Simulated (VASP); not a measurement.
Wanted: the native input for a VASP 6.6.1 run.

| Property | Result |
| --- | --- |
| Task | single point |
| Functional | PBE |
| Potentials or basis | VASP PAW PBE potentials, release 64 (Fe) |
| Cutoff | 520 eV |
| k mesh | 12 × 12 × 6 |
| Occupations | fermi-dirac, width 0.1 eV |
| Spin | no spin polarisation |
| Dipole correction | no |
| Further INCAR settings | ALGO = Normal; EDIFF = 1e-06; NBANDS = 15 |

The structure of Fe lies in POSCAR:

```
Fe
1.0
    0.0000000000      1.7545000000      1.7545000000
    1.7545000000      0.0000000000      1.7545000000
    3.5090000000      3.5090000000      0.0000000000
Fe
2
Direct
    0.0000000000      0.0000000000      0.0000000000
    0.0000000000      0.0000000000      0.5000000000
```

One way to write it, as run:

INCAR

```
  ALGO = Normal
  EDIFF = 1E-6
  ENCUT = 520
  GGA = PE
  ISIF = 2
  ISMEAR = -1
  LASPH = True
  LCHARG = False
  LREAL = False
  LWAVE = False
  NBANDS = 15
  NELM = 80
  PREC = Accurate
  SIGMA = 0.1
```

KPOINTS

```
k-points
0
Gamma
  12 12 6
```

Potentials or basis: VASP PAW PBE potentials, release 64 (Fe).

The run is started by

```bash
$ cat potpaw_PBE.64/Fe/POTCAR > POTCAR
$ mpirun -np 1 vasp_std > vasp.out
```

Results of the run:

```json
{"Pressure": "-13.1 GPa", "Band gap on the k mesh": "zero (band 8 reaches 7.13 eV, above the bottom of band 9 at 5.57 eV)"}
```

Caveat: the run has no spin polarisation, though such a crystal can be magnetic.

Wall time 18 s on 1 thread of AMD EPYC 9R14 (Zen 4) (shared host), peak memory 0.12 GiB.
